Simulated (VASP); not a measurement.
# SnSe2 (P-3m1) in VASP: a series of runs

SnSe2 is run at these levels: r2SCAN; tasks: single point.

Everything below comes from runs of VASP 6.6.1. Logs are shortened: lines on timing, memory, paths and dates and some standing lists are left out, and cuts for length are marked.

## Step 1: The cell of the first run

Symmetry: P-3m1, No. 164, trigonal system. The conventional cell has a = 3.811 Å, b = 3.811 Å, c = 6.136 Å, α = 90.00°, β = 90.00°, γ = 120.00°. Within 3.5 Å of Sn (site symmetry -3m) lie 6 Se at 2.68 Å. Se (site symmetry 3m) has 3 Sn at 2.68 Å within 3.5 Å.

## Step 2: Single point, r2SCAN

POSCAR

```
SnSe2
1.0
    3.8110000000      0.0000000000      0.0000000000
   -1.9055000000      3.3004228138      0.0000000000
    0.0000000000      0.0000000000      6.1360000000
Sn Se
1 2
Direct
    0.0000000000      0.0000000000      0.0000000000
    0.6666666667      0.3333333333      0.7510000000
    0.3333333333      0.6666666667      0.2490000000
```

INCAR.step1

```
PREC = Accurate
ENCUT = 520
ISMEAR = -1
SIGMA = 0.05
LREAL = F
LASPH = T
NELM = 60
NBANDS = 20
GGA = PE
ALGO = Normal
EDIFF = 1E-4
LWAVE = T
LCHARG = F
```

INCAR.step2

```
PREC = Accurate
ENCUT = 520
EDIFF = 1E-6
ISMEAR = -1
SIGMA = 0.05
LREAL = F
LASPH = T
NELM = 60
ALGO = Normal
ISIF = 2
LWAVE = F
LCHARG = F
METAGGA = R2SCAN
LMIXTAU = T
NBANDS = 20
ISTART = 1
```

KPOINTS

```
Automatic mesh
0
Gamma
  5 5 3
```

Potentials or basis: VASP PAW PBE potentials, release 64 (Sn_d, Se).

On the command line:

```sh
cat potpaw_PBE.64/Sn_d/POTCAR potpaw_PBE.64/Se/POTCAR > POTCAR
cp INCAR.step1 INCAR
mpirun -np 1 vasp_std > vasp.out
cp INCAR.step2 INCAR
mpirun -np 1 vasp_std > vasp.out
```

OUTCAR:

```text
PREC = Accurate
   ENCUT = 520
   EDIFF = 1E-6
   ISMEAR = -1
   LREAL = F
   LASPH = T
   NELM = 60
   ISIF = 2
   METAGGA = R2SCAN
   ISTART = 1

 ion  position               nearest neighbor table
   1  0.000  0.000  0.000-   2 2.68   3 2.68   3 2.68   2 2.68   2 2.68   3 2.68
   2  0.667  0.333  0.751-   1 2.68   1 2.68   1 2.68
   3  0.333  0.667  0.249-   1 2.68   1 2.68   1 2.68

  LATTYP: Found a hexagonal cell.
 ALAT       =     3.8110000000
 C/A-ratio  =     1.6100760955

  Lattice vectors:

 A1 = (   3.8110000000,   0.0000000000,   0.0000000000)
 A2 = (  -1.9055000000,   3.3004228138,   0.0000000000)
 A3 = (   0.0000000000,   0.0000000000,   6.1360000000)

Analysis of symmetry for initial positions (statically):
=====================================================================
 Subroutine PRICEL returns:
 Original cell was already a primitive cell.

 Routine SETGRP: Setting up the symmetry group for a
 hexagonal supercell.

 Subroutine GETGRP returns: Found 12 space group operations
 (whereof 12 operations were pure point group operations)
 out of a pool of 24 trial point group operations.

The static configuration has the point symmetry D_3d.

Analysis of symmetry for dynamics (positions and initial velocities):
=====================================================================
 Subroutine PRICEL returns:
 Original cell was already a primitive cell.

 Routine SETGRP: Setting up the symmetry group for a
 hexagonal supercell.

 Subroutine GETGRP returns: Found 12 space group operations
 (whereof 12 operations were pure point group operations)
 out of a pool of 24 trial point group operations.

The dynamic configuration has the point symmetry D_3d.

 Subroutine INISYM returns: Found 12 space group operations
 (whereof 12 operations are pure point group operations),
 and found     1 'primitive' translations

----------------------------------------------------------------------------------------

                                     Primitive cell

  volume of cell :      77.1781

  direct lattice vectors                    reciprocal lattice vectors
     3.811000000  0.000000000  0.000000000     0.262398321  0.151495741  0.000000000
    -1.905500000  3.300422814  0.000000000     0.000000000  0.302991482  0.000000000
     0.000000000  0.000000000  6.136000000     0.000000000  0.000000000  0.162972621

  length of vectors
     3.811000000  3.811000000  6.136000000     0.302991482  0.302991482  0.162972621

  position of ions in fractional coordinates (direct lattice)
     0.000000000  0.000000000  0.000000000
     0.666666667  0.333333333  0.751000000
     0.333333333  0.666666667  0.249000000

  ion indices of the primitive-cell ions
   primitive index   ion index
                 1           1
                 2           2
                 3           3

----------------------------------------------------------------------------------------

 KPOINTS: Automatic mesh

Automatic generation of k-mesh.
 Grid dimensions read from file:
 generate k-points for:    5    5    3

 Generating k-lattice:

  Cartesian coordinates                     Fractional coordinates (reciprocal lattice)
     0.052479664  0.030299148  0.000000000     0.200000000  0.000000000  0.000000000
     0.000000000  0.060598296  0.000000000     0.000000000  0.200000000  0.000000000
     0.000000000  0.000000000  0.054324207     0.000000000  0.000000000  0.333333333

  Length of vectors
     0.060598296  0.060598296  0.054324207

  Shift w.r.t. Gamma in fractional coordinates (k-lattice)
     0.000000000  0.000000000  0.000000000

 Subroutine IBZKPT returns following result:
 ===========================================

 Found     12 irreducible k-points:

 Following reciprocal coordinates:
            Coordinates               Weight
  0.000000  0.000000  0.000000      1.000000
  0.200000 -0.000000  0.000000      6.000000
  0.400000 -0.000000  0.000000      6.000000
  0.200000  0.200000  0.000000      6.000000
  0.400000  0.200000  0.000000      6.000000
  0.000000  0.000000  0.333333      2.000000
  0.200000 -0.000000  0.333333      6.000000
  0.000000  0.200000  0.333333      6.000000
  0.400000 -0.000000  0.333333      6.000000
  0.000000  0.400000  0.333333      6.000000
  0.200000  0.200000  0.333333     12.000000
  0.400000  0.200000  0.333333     12.000000
   k-points           NKPTS =     12   k-points in BZ     NKDIM =     12   number of bands    NBANDS=     20
   number of dos      NEDOS =    301   number of ions     NIONS =      3
   total plane-waves  NPLWV =  37632
   dimension x,y,z NGX =    28 NGY =   28 NGZ =   48
   dimension x,y,z NGXF=    56 NGYF=   56 NGZF=   96
   ions per type =               1   2
   NGX,Y,Z   is equivalent  to a cutoff of  12.21, 12.21, 13.00 a.u.
   NGXF,Y,Z  is equivalent  to a cutoff of  24.43, 24.43, 26.01 a.u.
 SYSTEM =  unknown system
   PREC   = accura    normal or accurate (medium, high low for compatibility)
   ISTART =      1    job   : 0-new  1-cont  2-samecut
   ICHARG =      0    charge: 1-file 2-atom 10-const
   ISPIN  =      1    spin polarized calculation?
   LNONCOLLINEAR =      F non collinear calculations
   LSORBIT =      F    spin-orbit coupling
   LASPH  =      T    aspherical Exc in radial PAW
   ENCUT  =  520.0 eV  38.22 Ry    6.18 a.u.   7.09  7.09 11.41*2*pi/ulx,y,z
   NELM   =     60;   NELMIN=  2; NELMDL=  0     # of ELM steps
   EDIFF  = 0.1E-05   stopping-criterion for ELM
   LREAL  =      F    real-space projection
   EDIFFG = 0.1E-04   stopping-criterion for IOM
   NSW    =      0    number of steps for IOM
   IBRION =     -1    ionic relax: 0-MD 1-quasi-New 2-CG
   NFREE  =      0    steps in history (QN), initial steepest desc. (CG)
   ISIF   =      2    stress and relaxation
   ISYM   =      2    0-nonsym 1-usesym 2-fastsym
   POTIM  = 0.5000    time-step for ionic-motion
   TEBEG  =    0.0;   TEEND  =   0.0 temperature during run
   PSTRESS=    0.0 pullay stress
   NELECT =      26.0000    total number of electrons
   NUPDOWN=      -1.0000    fix difference up-down
   EMIN   =  10.00;   EMAX   =-10.00  energy-range for DOS
   EFERMI =   0.00;   METHOD = LEGACY
   ISMEAR =    -1;   SIGMA  =   0.05  broadening in eV -4-tet -1-fermi 0-gaus
   EFERMI_NEDOS =   21; number of points for ismear=-14 and -15
   IALGO  =     38    algorithm
   IMIX   =      4    mixing-type and parameters
     AMIX     =   0.40;   BMIX     =  1.00
     AMIX_MAG =   1.60;   BMIX_MAG =  1.00
  volume/ion in A,a.u.               =      25.73       173.61
  Fermi-wavevector in a.u.,A,eV,Ry     =   1.139116  2.152617 17.654722  1.297585
  Thomas-Fermi vector in A             =   2.275820
   LORBIT       =      0    0 simple, 1 ext, 2 COOP (PROOUT), +10 PAW based schemes
   METAGGA = R2SCAN    functional components
   LHFCALC =     F    Hartree Fock is set to
   AEXX    =    0.0000 exact exchange contribution
   IVDW    =     0    specifies the selected vdW correction
   LEPSILON=     F    determine dielectric tensor
   LRPA    =     F    only Hartree local field effects (RPA)
 non-spin polarized calculation
  energy-cutoff  :      520.00
  volume of cell :       77.18
 maximum number of plane-waves:      2095
   NGX = 15   NGY = 15   NGZ = 23

 number of electron      26.0000006 magnetization

 Free energy of the ion-electron system (eV)
  ---------------------------------------------------
  ext. energy  EPLUGINS =         0.00000000
  ---------------------------------------------------
  free energy    TOTEN  =       -54.55513380 eV

  energy without entropy =      -54.55513129  energy(sigma->0) =      -54.55513254

 E-fermi :   4.4093     XC(G=0): -10.0028

 val. band max:        3.8866246009   @ k =   0.0000   0.0000   0.0000
 cond. band min:       4.9740337150   @ k =   0.0000   0.4000   0.3333
 fundamental gap:      1.0874091141
 Fermi energy:         4.4093491501

 k-point     1 :       0.0000    0.0000    0.0000
  band No.  band energies     occupation
      1     -18.0477      2.00000
      2     -18.0476      2.00000
      3     -17.9893      2.00000
      4     -17.9761      2.00000
      5     -17.9760      2.00000
      6     -10.6226      2.00000
[... 12 lines left out ...]
     19      13.3994      0.00000
     20      13.3994      0.00000

 k-point     2 :       0.2000   -0.0000    0.0000
  band No.  band energies     occupation
      1     -18.0708      2.00000
      2     -18.0375      2.00000
      3     -17.9856      2.00000
      4     -17.9751      2.00000
      5     -17.9704      2.00000
      6     -10.2138      2.00000
[... 12 lines left out ...]
     19      12.6093      0.00000
     20      13.8087      0.00000

 k-point     3 :       0.4000   -0.0000    0.0000
  band No.  band energies     occupation
      1     -18.1107      2.00000
      2     -18.0289      2.00000
      3     -17.9960      2.00000
      4     -17.9543      2.00000
      5     -17.9531      2.00000
      6      -9.2129      2.00000
[... 12 lines left out ...]
     19      14.1264      0.00000
     20      14.8341      0.00000

 k-point     4 :       0.2000    0.2000    0.0000
  band No.  band energies     occupation
      1     -18.0904      2.00000
      2     -18.0414      2.00000
      3     -17.9848      2.00000
      4     -17.9729      2.00000
      5     -17.9531      2.00000
      6      -9.4852      2.00000
[... 12 lines left out ...]
     19      11.4549      0.00000
     20      14.7009      0.00000

 k-point     5 :       0.4000    0.2000    0.0000
  band No.  band energies     occupation
      1     -18.0985      2.00000
      2     -18.0493      2.00000
      3     -17.9856      2.00000
      4     -17.9588      2.00000
      5     -17.9527      2.00000
      6      -8.6849      2.00000
[... 12 lines left out ...]
     19      13.4946      0.00000
     20      14.2909      0.00000
[... 77 lines left out ...]
      6      -9.1217      2.00000
[... 12 lines left out ...]
     19      14.4828      0.00000
     20      15.4703      0.00000

 k-point    10 :       0.0000    0.4000    0.3333
  band No.  band energies     occupation
      1     -18.1109      2.00000
      2     -18.0289      2.00000
      3     -17.9960      2.00000
      4     -17.9542      2.00000
      5     -17.9531      2.00000
      6      -9.1217      2.00000
[... 12 lines left out ...]
     19      13.6443      0.00000
     20      15.1150      0.00000

 k-point    11 :       0.2000    0.2000    0.3333
  band No.  band energies     occupation
      1     -18.0905      2.00000
      2     -18.0415      2.00000
      3     -17.9849      2.00000
      4     -17.9728      2.00000
      5     -17.9531      2.00000
      6      -9.3812      2.00000
[... 12 lines left out ...]
     19      12.1586      0.00000
     20      13.5429      0.00000

 k-point    12 :       0.4000    0.2000    0.3333
  band No.  band energies     occupation
      1     -18.0987      2.00000
      2     -18.0494      2.00000
      3     -17.9856      2.00000
      4     -17.9589      2.00000
      5     -17.9526      2.00000
      6      -8.6326      2.00000
[... 12 lines left out ...]
     19      13.2868      0.00000
     20      14.6034      0.00000

------------------------ aborting loop because EDIFF is reached ----------------------------------------

  FORCE on cell =-STRESS in cart. coord.  units (eV):
  Direction    XX          YY          ZZ          XY          YZ          ZX
  --------------------------------------------------------------------------------------
  -------------------------------------------------------------------------------------
  Total        1.6129474      1.6129474      2.1907585      0.0000000     -0.0000000      0.0000000
  in kB       33.4839675     33.4839675     45.4790318      0.0000000     -0.0000000      0.0000000
  external PRESSURE =      37.4823223 kB  Pullay stress =       0.0000000 kB

 VOLUME and BASIS-vectors are now :
 -----------------------------------------------------------------------------
  energy-cutoff  :      520.00
  volume of cell :       77.18
      direct lattice vectors                 reciprocal lattice vectors
     3.811000000  0.000000000  0.000000000     0.262398321  0.151495741  0.000000000
    -1.905500000  3.300422814  0.000000000     0.000000000  0.302991482  0.000000000
     0.000000000  0.000000000  6.136000000     0.000000000  0.000000000  0.162972621

 POSITION                                       TOTAL-FORCE (eV/Angst)
 -----------------------------------------------------------------------------------
      0.00000      0.00000      0.00000         0.000000      0.000000      0.000000
      1.90550      1.10014      4.60814        -0.000000      0.000000     -0.498144
     -0.00000      2.20028      1.52786         0.000000      0.000000      0.498144
 -----------------------------------------------------------------------------------
    total drift:                                0.000000      0.000000     -0.000000

  FREE ENERGIE OF THE ION-ELECTRON SYSTEM (eV)
  ---------------------------------------------------
  free  energy   TOTEN  =       -54.5551337983 eV

  energy  without entropy=      -54.5551312882  energy(sigma->0) =      -54.55513254
```

It took 76 s on 1 thread of Intel Xeon 6975P-C (Granite Rapids), shared host; peak memory 0.2 GiB.

What came out:

```
Free energy            : -54.5551 eV
Pressure               : 3.7 GPa
Largest force          : 0.498 eV/Å
Band gap on the k mesh : 1.09 eV, indirect (least direct gap 1.53 eV)
```

Forces in eV/Å, atoms in the order of the input:
```
Sn   0.000  0.000  0.000
Se   0.000  0.000 -0.498
Se   0.000  0.000  0.498
```

Caveat: the PAW data sets were made with another functional, which shifts forces and pressure a little; spin-orbit coupling is left out, which moves the levels of the heavy elements. A k mesh can miss the band edges.

(Continued in part 2 of 2.)
